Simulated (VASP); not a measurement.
A run of VASP 6.6.1 is set up as follows.

File INCAR:

```
ALGO     = Normal         # electronic algorithm
EDIFF    = 1E-6           # SCF threshold, eV
ENCUT    = 520            # plane-wave cutoff, eV
GGA      = CA             # functional
ISIF     = 2              # what is computed and relaxed
ISMEAR   = 0              # smearing method
LASPH    = True           # aspherical terms in the spheres
LCHARG   = False          # write CHGCAR
LREAL    = False          # projectors in reciprocal space
LWAVE    = False          # write WAVECAR
NBANDS   = 16             # bands
NELM     = 60             # most SCF steps
PREC     = Accurate       # precision mode
SIGMA    = 0.15           # smearing width, eV
```

Contents of KPOINTS:

```
k-points
0
Gamma
  18 18 10
```

The input POSCAR:

```
Ir
1.0
    2.7323000000      0.0000000000      0.0000000000
   -1.3661500000      2.3662412107      0.0000000000
    0.0000000000      0.0000000000      4.6202000000
Ir
2
Direct
    0.6666666667      0.3333333333      0.7500000000
    0.3333333333      0.6666666667      0.2500000000
```

Potentials or basis: VASP PAW LDA potentials, release 64 (Ir).

Run with:

```console
$ cat potpaw_LDA.64/Ir/POTCAR > POTCAR
$ mpirun -np 1 vasp_std > vasp.out
```

Task: What does it give for the pressure?

Result: -21.6 GPa.

Task: What does it give for the band gap on the k mesh?

Result: Zero (bands 9 and 10 overlap by 3.29 eV).

Stress tensor (GPa, compression positive):
```
-17.44   0.00   0.00
  0.00 -17.44   0.00
  0.00   0.00 -30.00
```

Caveat: the cell stands under tension; spin-orbit coupling is left out, which moves the levels of the heavy elements.
